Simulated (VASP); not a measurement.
A run of VASP 6.6.1 is set up as follows.

File POSCAR:

```
Br
1.0
    3.3632500000     -2.3225500000      0.0000000000
    3.3632500000      2.3225500000      0.0000000000
    0.0000000000      0.0000000000      8.7023000000
Br
4
Direct
    0.3651000000      0.6349000000      0.3901000000
    0.1349000000      0.8651000000      0.8901000000
    0.6349000000      0.3651000000      0.6099000000
    0.8651000000      0.1349000000      0.1099000000
```

Contents of INCAR.step1:

```
SYSTEM = Br
PREC     = Accurate       ! precision mode
ENCUT    = 520            ! plane-wave cutoff, eV
EDIFF    = 1E-5           ! SCF threshold, eV
ISMEAR   = -1             ! smearing method
SIGMA    = 0.05           ! smearing width, eV
LREAL    = .False.        ! projectors in reciprocal space
LASPH    = .True.         ! aspherical terms in the spheres
NELM     = 100            ! most SCF steps
ALGO     = Normal         ! electronic algorithm
ISIF     = 2              ! what is computed and relaxed
LWAVE    = .True.         ! write WAVECAR
LCHARG   = .False.        ! write CHGCAR
NBANDS   = 22             ! bands
GGA      = PE             ! functional
```

Contents of INCAR.step2:

```
SYSTEM = Br
PREC     = Accurate       ! precision mode
ENCUT    = 520            ! plane-wave cutoff, eV
EDIFF    = 1E-6           ! SCF threshold, eV
ISMEAR   = -1             ! smearing method
SIGMA    = 0.05           ! smearing width, eV
LREAL    = .False.        ! projectors in reciprocal space
LASPH    = .True.         ! aspherical terms in the spheres
NELM     = 100            ! most SCF steps
ALGO     = Normal         ! electronic algorithm
ISIF     = 2              ! what is computed and relaxed
LWAVE    = .False.        ! write WAVECAR
LCHARG   = .False.        ! write CHGCAR
GGA      = PE             ! functional
LHFCALC  = .True.         ! exact exchange
AEXX     = 1.0            ! exact-exchange fraction
ALDAC    = 0.0          
AGGAC    = 0.0          
PRECFOCK = Normal       
NBANDS   = 22             ! bands
ISTART   = 1
```

Contents of KPOINTS:

```
regular mesh
0
Gamma
  4 4 2
  0 0 0
```

Potentials or basis: VASP PAW PBE potentials, release 64 (Br).

Run with:

```sh
$ cat potpaw_PBE.64/Br/POTCAR > POTCAR
$ cp INCAR.step1 INCAR
$ mpirun -np 1 vasp_std > vasp.out
$ cp INCAR.step2 INCAR
$ mpirun -np 1 vasp_std > vasp.out
```

Q: Predict the band gap on the k mesh.

A: 10.34 eV (least direct gap 10.59 eV).

Q: Estimate the largest force.

A: 0.671 eV/Å.

Stress tensor (GPa, compression positive):
```
2.30 0.00 0.00
0.00 2.34 0.00
0.00 0.00 1.28
```

Caveat: the PAW data sets were made with another functional, which shifts forces and pressure a little. A k mesh can miss the band edges.
